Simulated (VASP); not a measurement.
The system is La2LuN3.

```
La Lu N
1.0
     4.49035    0.00000    0.00000
     0.00000    4.49035    0.00000
     0.00000    0.00000    5.97186
La Lu N
2 1 3
Direct
  0.50000 0.50000 0.28822
  0.50000 0.50000 0.71178
  0.00000 0.00000 0.00000
  0.00000 0.00000 0.72104
  0.00000 0.00000 0.27896
  0.50000 0.50000 0.00000
```

The cell was generated, and may not be a known phase.

```yaml
Program: VASP 6.6.1
Task: relaxation of cell and atoms
Functional: PBE
Potentials_or_basis: VASP PAW PBE potentials, release 64 (La, Lu, N)
Cutoff: 600 eV
k_mesh: 4 × 4 × 4
Occupations: gaussian, width 0.1 eV
Spin: no spin polarisation
```

At the start: pressure 46.2 GPa; volume 20.07 Å³/atom.

**Question.** Where does the relaxation end?

**Answer.** Over 27 steps the energy falls by 3042.1 meV/atom and the volume is 18.25 Å³/atom (-9.1 %); space group P4/mmm (No. 123, to 0.1 Å) before and after.

Step by step:
```csv
step,energy change (eV),largest force (eV/Å),pressure (GPa),volume (Å³)
1,0.0000,9.9611,46.17,120.41
2,-1.9534,1.3689,-24.39,211.75
3,-4.3026,1.4493,-23.46,195.87
4,-5.7291,2.0170,-23.03,185.19
5,-9.7738,3.8479,-18.31,153.92
6,-9.9397,3.9416,-3.96,137.45
7,-10.2710,4.1060,-14.27,146.81
8,-10.3337,4.1308,-11.67,143.74
9,-15.4897,2.9466,-7.38,118.40
10,-16.3186,3.7621,1.80,108.50
11,-16.3471,4.2374,5.16,105.96
12,-16.8307,1.6398,13.11,101.33
13,-17.3477,1.8840,7.16,103.55
14,-17.8175,1.4098,-7.04,113.51
15,-17.8370,1.5489,-5.13,111.80
16,-18.1192,0.5760,-2.26,108.34
17,-18.1233,0.6615,-2.03,107.89
18,-18.1772,0.3323,2.70,104.70
19,-18.1797,0.3274,1.83,105.24
20,-18.2118,0.3253,0.66,106.72
21,-18.2210,0.3233,-0.18,107.92
22,-18.2441,0.1678,-0.14,108.64
23,-18.2499,0.1000,-0.03,109.18
24,-18.2499,0.0938,-0.03,109.22
25,-18.2524,0.0046,0.41,109.42
26,-18.2525,0.0153,0.19,109.44
27,-18.2525,0.0386,0.25,109.48
```

Final structure:
```
La Lu N
1.0
     3.55707    0.00000    0.00000
     0.00000    3.55707    0.00000
     0.00000    0.00000    8.65285
La Lu N
2 1 3
Direct
  0.50000 0.50000 0.28342
  0.50000 0.50000 0.71658
  0.00000 0.00000 0.00000
  0.00000 0.00000 0.74048
  0.00000 0.00000 0.25952
  0.50000 0.50000 0.00000
```

Caveat: a cell axis changed by over 15 % at a fixed basis, so the end point is rough.
